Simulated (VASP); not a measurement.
SrO, 4 atoms in the cell. It takes space group P6_3/mmc (No. 194, hexagonal). Conventional cell: a = 3.481 Å, b = 3.481 Å, c = 6.090 Å, α = 90.00°, β = 90.00°, γ = 120.00°. Within 3.3 Å of Sr (site symmetry -6m2) lie 6 O at 2.52 Å. O (site symmetry -3m) has 6 Sr at 2.52 Å and 2 O at 3.05 Å within 3.3 Å. 

| Quantity | Value |
| --- | --- |
| Program | VASP 6.6.1 |
| Task | single point |
| Functional | r2SCAN |
| Potentials or basis | VASP PAW PBE potentials, release 64 (Sr_sv, O) |
| Cutoff | 520 eV |
| k mesh | 9 × 9 × 5 |
| Occupations | fermi-dirac, width 0.05 eV |
| Spin | no spin polarisation |
| Dipole correction | no |
| Further INCAR settings | ALGO = Normal; EDIFF = 1e-07; NBANDS = 24 |

Potentials or basis: VASP PAW PBE potentials, release 64 (Sr_sv, O).

The run is started by

```bash
$ cat potpaw_PBE.64/Sr_sv/POTCAR potpaw_PBE.64/O/POTCAR > POTCAR
$ cp INCAR.step1 INCAR
$ mpirun -np 1 vasp_std > vasp.out
$ cp INCAR.step2 INCAR
$ mpirun -np 1 vasp_std > vasp.out
```

Hardware: 1 thread of Intel(R) Xeon(R) Platinum 8259CL CPU @ 2.50GHz (Skylake/Cascade Lake), on a shared host.

Problem. How long does it take, and how much memory?

Solution. Wall time 3.3 min on 1 thread of Intel(R) Xeon(R) Platinum 8259CL CPU @ 2.50GHz (Skylake/Cascade Lake), with other jobs on the host, peak memory 0.22 GiB. Counts: k points 36.
